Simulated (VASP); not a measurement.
# As in VASP: further runs, part 3 of 3

VASP 6.6.1.

### Step 4. Single point, PBE+D3(BJ)

INCAR reads:

```
ALGO = Normal
DIPOL = 0.5 0.5 0.375
EDIFF = 1E-6
ENCUT = 520
GGA = PE
IDIPOL = 3
ISIF = 2
ISMEAR = 0
IVDW = 12
LASPH = T
LCHARG = T
LDIPOL = T
LELF = T
LREAL = F
LVACPOTAV = T
LVHAR = T
LWAVE = F
NBANDS = 18
NELM = 80
PREC = Accurate
SIGMA = 0.05
```

KPOINTS reads:

```
k-points
0
Gamma
  9 9 1
```

POSCAR reads:

```
As
1.0
    3.5713380906      0.0000000000      0.0000000000
   -1.7856690453      3.0928695120      0.0000000000
    0.0000000000      0.0000000000     20.2952802043
As
4
Direct
    0.3333333333      0.6666666667      0.2905917062
    0.6666666667      0.3333333333      0.2217264287
    0.8333333333      0.3333333333      0.5289545203
    0.5000000000      0.6666666667      0.4600892428
```

Potentials or basis: VASP PAW PBE potentials, release 64 (As).

The run is started by

```sh
> cat potpaw_PBE.64/As/POTCAR > POTCAR
> mpirun -np 1 vasp_std > vasp.out
```

OUTCAR:

```text
EDIFF = 1E-6
   ENCUT = 520
   GGA = PE
   ISIF = 2
   ISMEAR = 0
   IVDW = 12
   LASPH = T
   LREAL = F
   NELM = 80
   PREC = Accurate
 IVDW          = 12

 ion  position               nearest neighbor table
   1  0.333  0.667  0.291-   2 2.49   2 2.49   2 2.49
   2  0.667  0.333  0.222-   1 2.49   1 2.49   1 2.49
   3  0.833  0.333  0.529-   4 2.49   4 2.49   4 2.49
   4  0.500  0.667  0.460-   3 2.49   3 2.49   3 2.49

  LATTYP: Found a hexagonal cell.
 ALAT       =     3.5713380906
 C/A-ratio  =     5.6828224294

  Lattice vectors:

 A1 = (   3.5713380906,   0.0000000000,   0.0000000000)
 A2 = (  -1.7856690453,   3.0928695120,   0.0000000000)
 A3 = (   0.0000000000,   0.0000000000,  20.2952802043)

Analysis of symmetry for initial positions (statically):
=====================================================================
 Subroutine PRICEL returns:
 Original cell was already a primitive cell.

 Routine SETGRP: Setting up the symmetry group for a
 hexagonal supercell.

 Subroutine GETGRP returns: Found  2 space group operations
 (whereof  1 operations were pure point group operations)
 out of a pool of 24 trial point group operations.

The static configuration has the point symmetry C_1 .
 The point group associated with its full space group is C_2 .

Analysis of symmetry for dynamics (positions and initial velocities):
=====================================================================
 Subroutine PRICEL returns:
 Original cell was already a primitive cell.

 Routine SETGRP: Setting up the symmetry group for a
 hexagonal supercell.

 Subroutine GETGRP returns: Found  2 space group operations
 (whereof  1 operations were pure point group operations)
 out of a pool of 24 trial point group operations.

The dynamic configuration has the point symmetry C_1 .
 The point group associated with its full space group is C_2 .

 Subroutine INISYM returns: Found  2 space group operations
 (whereof  1 operations are pure point group operations),
 and found     1 'primitive' translations

----------------------------------------------------------------------------------------

                                     Primitive cell

  volume of cell :     224.1752

  direct lattice vectors                    reciprocal lattice vectors
     3.571338091  0.000000000  0.000000000     0.280007094  0.161662171  0.000000000
    -1.785669045  3.092869512  0.000000000     0.000000000  0.323324342  0.000000000
     0.000000000  0.000000000 20.295280204     0.000000000  0.000000000  0.049272540

  length of vectors
     3.571338091  3.571338091 20.295280204     0.323324342  0.323324342  0.049272540

  position of ions in fractional coordinates (direct lattice)
     0.333333333  0.666666667  0.290591706
     0.666666667  0.333333333  0.221726429
     0.833333333  0.333333333  0.528954520
     0.500000000  0.666666667  0.460089243

  ion indices of the primitive-cell ions
   primitive index   ion index
                 1           1
                 2           2
                 3           3
                 4           4

----------------------------------------------------------------------------------------

 KPOINTS: k-points

Automatic generation of k-mesh.
[... 28 lines left out ...]
  0.333333  0.000000  0.000000      4.000000
[... 16 lines left out ...]
 -0.222222 -0.444444  0.000000      4.000000
  0.444444  0.333333  0.000000      4.000000
   k-points           NKPTS =     25   k-points in BZ     NKDIM =     25   number of bands    NBANDS=     18
   number of dos      NEDOS =    301   number of ions     NIONS =      4
   total plane-waves  NPLWV = 125440
   dimension x,y,z NGX =    28 NGY =   28 NGZ =  160
   dimension x,y,z NGXF=    56 NGYF=   56 NGZF=  320
   ions per type =               4
   NGX,Y,Z   is equivalent  to a cutoff of  13.03, 13.03, 13.11 a.u.
   NGXF,Y,Z  is equivalent  to a cutoff of  26.07, 26.07, 26.21 a.u.
 SYSTEM =  unknown system
   PREC   = accura    normal or accurate (medium, high low for compatibility)
   ISTART =      0    job   : 0-new  1-cont  2-samecut
   ICHARG =      2    charge: 1-file 2-atom 10-const
   ISPIN  =      1    spin polarized calculation?
   LNONCOLLINEAR =      F non collinear calculations
   LSORBIT =      F    spin-orbit coupling
   LASPH  =      T    aspherical Exc in radial PAW
   ENCUT  =  520.0 eV  38.22 Ry    6.18 a.u.   6.64  6.64 37.74*2*pi/ulx,y,z
   NELM   =     80;   NELMIN=  2; NELMDL= -5     # of ELM steps
   EDIFF  = 0.1E-05   stopping-criterion for ELM
   LREAL  =      F    real-space projection
   EDIFFG = 0.1E-04   stopping-criterion for IOM
   NSW    =      0    number of steps for IOM
   IBRION =     -1    ionic relax: 0-MD 1-quasi-New 2-CG
   NFREE  =      0    steps in history (QN), initial steepest desc. (CG)
   ISIF   =      2    stress and relaxation
   ISYM   =      2    0-nonsym 1-usesym 2-fastsym
   POTIM  = 0.5000    time-step for ionic-motion
   TEBEG  =    0.0;   TEEND  =   0.0 temperature during run
   PSTRESS=    0.0 pullay stress
   NELECT =      20.0000    total number of electrons
   NUPDOWN=      -1.0000    fix difference up-down
   EMIN   =  10.00;   EMAX   =-10.00  energy-range for DOS
   EFERMI =   0.00;   METHOD = LEGACY
   ISMEAR =     0;   SIGMA  =   0.05  broadening in eV -4-tet -1-fermi 0-gaus
   EFERMI_NEDOS =   21; number of points for ismear=-14 and -15
   IALGO  =     38    algorithm
   IMIX   =      4    mixing-type and parameters
     AMIX     =   0.40;   BMIX     =  1.00
     AMIX_MAG =   1.60;   BMIX_MAG =  1.00
  volume/ion in A,a.u.               =      56.04       378.20
  Fermi-wavevector in a.u.,A,eV,Ry     =   0.731513  1.382360  7.280639  0.535112
  Thomas-Fermi vector in A             =   1.823749
   LORBIT       =      0    0 simple, 1 ext, 2 COOP (PROOUT), +10 PAW based schemes
   GGA     = PE    functional components
   LHFCALC =     F    Hartree Fock is set to
   AEXX    =    0.0000 exact exchange contribution
   IVDW    =    12    specifies the selected vdW correction
   LEPSILON=     F    determine dielectric tensor
   LRPA    =     F    only Hartree local field effects (RPA)
 non-spin polarized calculation
 Gauss-broadening in eV      SIGMA  =   0.05
  energy-cutoff  :      520.00
  volume of cell :      224.18
 maximum number of plane-waves:      6099
   NGX = 13   NGY = 13   NGZ = 75

 dipolmoment           0.000000      0.000000      0.000006 electrons x Angstroem

 number of electron      20.0000001 magnetization

 dipolmoment           0.000000      0.000000     -0.000001 electrons x Angstroem

 Free energy of the ion-electron system (eV)
  ---------------------------------------------------
  ext. energy  EPLUGINS =         0.00000000
  ---------------------------------------------------
  free energy    TOTEN  =       -18.56495511 eV

  energy without entropy =      -18.56495511  energy(sigma->0) =      -18.56495511

 E-fermi :  -1.0050     XC(G=0):  -4.6760

 val. band max:       -1.2786715509   @ k =   0.1111   0.1111   0.0000
 cond. band min:      -0.3106403186   @ k =   0.0000   0.3333   0.0000
 fundamental gap:      0.9680312324
 Fermi energy:        -1.0050079692

 k-point     1 :       0.0000    0.0000    0.0000
  band No.  band energies     occupation
      1     -15.2536      2.00000
      2     -15.1724      2.00000
      3      -9.1385      2.00000
      4      -8.5592      2.00000
      5      -2.9198      2.00000
      6      -1.5605      2.00000
[... 481 lines left out ...]
      5      -5.7091      2.00000
      6      -5.5919      2.00000
[... 10 lines left out ...]
     17       5.6274      0.00000
     18       6.2492      0.00000

 [... further k-points ...]

------------------------ aborting loop because EDIFF is reached ----------------------------------------

 Edisp (eV)   -1.06556

 E8    (eV) :    -0.4643

  FORCE on cell =-STRESS in cart. coord.  units (eV):
  Direction    XX          YY          ZZ          XY          YZ          ZX
  --------------------------------------------------------------------------------------
  -------------------------------------------------------------------------------------
  Total       0.33368     0.24418     0.73820     0.00000     0.00000     0.36129
  in kB       2.38482     1.74516     5.27588     0.00000     0.00000     2.58211
  external pressure =        3.14 kB  Pullay stress =        0.00 kB

 VOLUME and BASIS-vectors are now :
 -----------------------------------------------------------------------------
  energy-cutoff  :      520.00
  volume of cell :      224.18
      direct lattice vectors                 reciprocal lattice vectors
     3.571338091  0.000000000  0.000000000     0.280007094  0.161662171  0.000000000
    -1.785669045  3.092869512  0.000000000     0.000000000  0.323324342  0.000000000
     0.000000000  0.000000000 20.295280204     0.000000000  0.000000000  0.049272540

 POSITION                                       TOTAL-FORCE (eV/Angst)
 -----------------------------------------------------------------------------------
     -0.00000      2.06191      5.89764        -0.059480      0.001170     -0.009309
      1.78567      1.03096      4.50000        -0.025034     -0.001170     -0.115668
      2.38089      1.03096     10.73528         0.025034     -0.001170      0.115668
      0.59522      2.06191      9.33764         0.059480      0.001170      0.009309
 -----------------------------------------------------------------------------------
    total drift:                                0.000001      0.000014     -0.000015

  FREE ENERGIE OF THE ION-ELECTRON SYSTEM (eV)
  ---------------------------------------------------
  free  energy   TOTEN  =       -19.6305108698 eV

  energy  without entropy=      -19.6305108698  energy(sigma->0) =      -19.63051087

 vacuum level on the upper side and lower side of the slab         3.791         3.791
```

OSZICAR:

```text
N       E                     dE             d eps       ncg     rms          rms(c)
DAV:   1     0.110889427255E+03    0.11089E+03   -0.67187E+03   900   0.824E+02
DAV:   2    -0.687166139420E+01   -0.11776E+03   -0.11234E+03  1226   0.143E+02
DAV:   3    -0.184434374453E+02   -0.11572E+02   -0.11493E+02  1246   0.501E+01
DAV:   4    -0.186827410818E+02   -0.23930E+00   -0.23907E+00  1172   0.837E+00
DAV:   5    -0.186868680599E+02   -0.41270E-02   -0.41264E-02  1172   0.104E+00    0.482E+00
DAV:   6    -0.186064052479E+02    0.80463E-01   -0.40778E-02  1022   0.957E-01    0.284E+00
DAV:   7    -0.185638411259E+02    0.42564E-01   -0.80439E-02  1112   0.135E+00    0.166E-01
DAV:   8    -0.185647811962E+02   -0.94007E-03   -0.28642E-03  1024   0.269E-01    0.511E-02
DAV:   9    -0.185648569663E+02   -0.75770E-04   -0.22051E-04  1214   0.778E-02    0.287E-02
DAV:  10    -0.185648336073E+02    0.23359E-04   -0.56711E-05  1154   0.336E-02    0.956E-03
DAV:  11    -0.185648399001E+02   -0.62928E-05   -0.33194E-05  1070   0.238E-02    0.690E-03
DAV:  12    -0.185648720694E+02   -0.32169E-04   -0.19973E-05   988   0.139E-02    0.305E-03
DAV:  13    -0.185648857319E+02   -0.13663E-04   -0.70194E-06  1144   0.765E-03    0.269E-03
DAV:  14    -0.185649188810E+02   -0.33149E-04   -0.15235E-06  1034   0.554E-03    0.109E-03
DAV:  15    -0.185649343125E+02   -0.15431E-04   -0.32584E-07   936   0.239E-03    0.103E-03
DAV:  16    -0.185649529133E+02   -0.18601E-04   -0.65865E-07   872   0.229E-03    0.382E-04
DAV:  17    -0.185649541884E+02   -0.12751E-05   -0.22360E-08   774   0.590E-04    0.249E-04
DAV:  18    -0.185649551134E+02   -0.92501E-06   -0.31710E-08   702   0.584E-04
   1 F= -.19630511E+02 E0= -.19630511E+02  d E =-.141005E-15
```

It took 2.5 min on 1 thread of AMD EPYC 9R45 (Zen 5), shared host; peak memory 0.33 GiB.

What came out:

| Property | Result |
| --- | --- |
| Free energy | -19.6305 eV |
| Largest force | 0.118 eV/Å |
| Band gap on the k mesh | 0.97 eV, indirect (least direct gap 1.49 eV) |
| Dispersion energy per atom | -0.266 eV |

Forces on the atoms (eV/Å):
```
As  -0.059  0.001 -0.009
As  -0.025 -0.001 -0.116
As   0.025 -0.001  0.116
As   0.059  0.001  0.009
```

Levels at points of the mesh, in eV from the valence-band top:
```
           k point  band 7  band 8  band 9  band 10  band 11  band 12  band 13  band 14
(0.00, 0.00, 0.00)   -0.28   -0.23   -0.22    -0.13     1.66     2.20     3.19     3.22
```

### Step 5. Single point, PBE+D3(BJ)

INCAR reads:

```
SYSTEM = As
PREC = Accurate
ENCUT = 520
EDIFF = 1E-7
ISMEAR = 0
SIGMA = 0.05
LREAL = .FALSE.
LASPH = .TRUE.
NELM = 80
ALGO = Normal
ISIF = 2
LWAVE = .FALSE.
LCHARG = .TRUE.
LDIPOL = .TRUE.
IDIPOL = 3
DIPOL = 0.5 0.5 0.392
GGA = PE
IVDW = 12
LELF = .TRUE.
LVHAR = .TRUE.
LVACPOTAV = .TRUE.
NBANDS = 18
```

KPOINTS reads:

```
Automatic mesh
0
G
  9 9 1
  0 0 0
```

Changes to POSCAR since step 4:

```diff
@@ -10,3 +10,3 @@
     0.6666666667      0.3333333333      0.2217264287
-    0.8333333333      0.3333333333      0.5289545203
-    0.5000000000      0.6666666667      0.4600892428
+    0.8333333333      0.3333333333      0.5624598473
+    0.5000000000      0.6666666667      0.4935945698
```

The run is started by

```sh
> cat potpaw_PBE.64/As/POTCAR > POTCAR
> mpirun -np 1 vasp_std > vasp.out
```

Wall time 2.5 min (1 thread of AMD EPYC 9R45 (Zen 5), shared host); peak memory 0.33 GiB.

Results (log left out):

```
Free energy                : -19.6323 eV
Largest force              : 0.138 eV/Å
Band gap on the k mesh     : 1.34 eV, indirect (least direct gap 1.91 eV)
Dispersion energy per atom : -0.247 eV
```

Forces in eV/Å, atoms in the order of the input:
```
As  -0.007  0.000  0.138
As  -0.004  0.000 -0.080
As   0.004  0.000  0.080
As   0.007  0.000 -0.138
```

Levels at points of the mesh, in eV from the valence-band top:
| k point | band 7 | band 8 | band 9 | band 10 | band 11 | band 12 | band 13 | band 14 |
| --- | --- | --- | --- | --- | --- | --- | --- | --- |
| (0.00, 0.00, 0.00) | -0.01 | -0.01 | 0.00 | 0.00 | 1.91 | 2.25 | 3.49 | 3.50 |
